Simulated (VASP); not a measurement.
Set up this calculation in VASP 6.6.1, as the native input.

```
Task                   : single point
Functional             : r2SCAN
Potentials or basis    : VASP PAW PBE potentials, release 64 (Sb)
Cutoff                 : 520 eV
k mesh                 : 13 × 13 × 13
Occupations            : fermi-dirac, width 0.1 eV
Spin                   : no spin polarisation
Dipole correction      : no
Further INCAR settings : ALGO = Normal; EDIFF = 1e-07; NBANDS = 8
```

Sb:

```
Sb
1.0
     0.00000    2.47834    2.47834
     2.47834    0.00000    2.47834
     2.47834    2.47834    0.00000
Sb
1
Direct
  0.00000 0.00000 0.00000
```

This cell differs from its parent crystal: volume scaled by 1.12.

These files were run (other wordings do the same):

POSCAR

```
Sb
1.0
    0.0000000000      2.4783363866      2.4783363866
    2.4783363866      0.0000000000      2.4783363866
    2.4783363866      2.4783363866      0.0000000000
Sb
1
Direct
    0.0000000000      0.0000000000      0.0000000000
```

INCAR.step1

```
SYSTEM = Sb
PREC = Accurate ; ENCUT = 520
ISMEAR = -1 ; SIGMA = 0.1
LREAL = .FALSE. ; LASPH = .TRUE.
NELM = 100 ; NBANDS = 8
GGA = PE ; ALGO = Normal
EDIFF = 1E-4 ; LWAVE = .TRUE.
LCHARG = .FALSE.
```

INCAR.step2

```
SYSTEM = Sb
PREC = Accurate ; ENCUT = 520
EDIFF = 1E-7 ; ISMEAR = -1
SIGMA = 0.1 ; LREAL = .FALSE.
LASPH = .TRUE. ; NELM = 100
ALGO = Normal ; ISIF = 2
LWAVE = .FALSE. ; LCHARG = .FALSE.
METAGGA = R2SCAN ; LMIXTAU = .TRUE.
NBANDS = 8 ; ISTART = 1
```

KPOINTS

```
Automatic mesh
0
G
  13 13 13
  0 0 0
```

Potentials or basis: VASP PAW PBE potentials, release 64 (Sb).

Launch:

```console
$ cat potpaw_PBE.64/Sb/POTCAR > POTCAR
$ cp INCAR.step1 INCAR
$ mpirun -np 1 vasp_std > vasp.out
$ cp INCAR.step2 INCAR
$ mpirun -np 1 vasp_std > vasp.out
```

It gave:

```
Pressure : -5.4 GPa
```

Caveat: the PAW data sets were made with another functional, which shifts forces and pressure a little.

It took 57 s on 1 thread of Intel Xeon 6975P-C, with other jobs on the host, peak memory 0.17 GiB.
